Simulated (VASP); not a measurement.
Runs of VASP 6.6.1 on P. The structure is that of space group P6/mmm (No. 191), or close to it. The cells are those of the table. This isn't the form of P at room conditions, which is orthorhombic.

| cell | k mesh | gap on the mesh (eV) | pressure (GPa) |
| --- | --- | --- | --- |
| a = 4.592, b = 4.592, c = 2.564 Å, angles 90.0, 90.0, 120.0°, 3 atoms | 9 × 9 × 14 | none | -6.4 |
| a = 4.289, b = 4.289, c = 2.395 Å, angles 90.0, 90.0, 120.0°, 3 atoms | 9 × 9 × 14 | none | 14.8 |
| a = 4.648, b = 4.648, c = 2.595 Å, angles 90.0, 90.0, 120.0°, 3 atoms | 9 × 9 × 14 | none | (a) |
| a = 4.475, b = 4.475, c = 2.499 Å, angles 90.0, 90.0, 120.0°, 3 atoms | 8 × 8 × 12 | none | (b) |
| a = 4.415, b = 4.415, c = 2.465 Å, angles 90.0, 90.0, 120.0°, 3 atoms | 9 × 9 × 14 | none | 4.0 |

Alike in all rows: task single point; level r2SCAN; potentials or basis VASP PAW PBE potentials, release 64 (P); no spin polarisation; cutoff (eV) 550; smearing fermi-dirac 0.1 eV.

Q: Estimate the missing entries.

A: (a) -8.7; (b) -0.2.

Caveats: the PAW data sets were made with another functional, which shifts forces and pressure a little; the cell stands under tension (at least some runs); the cell stands under pressure (at least some runs).

A gap of «none» marks levels without a gap at the run's occupations.
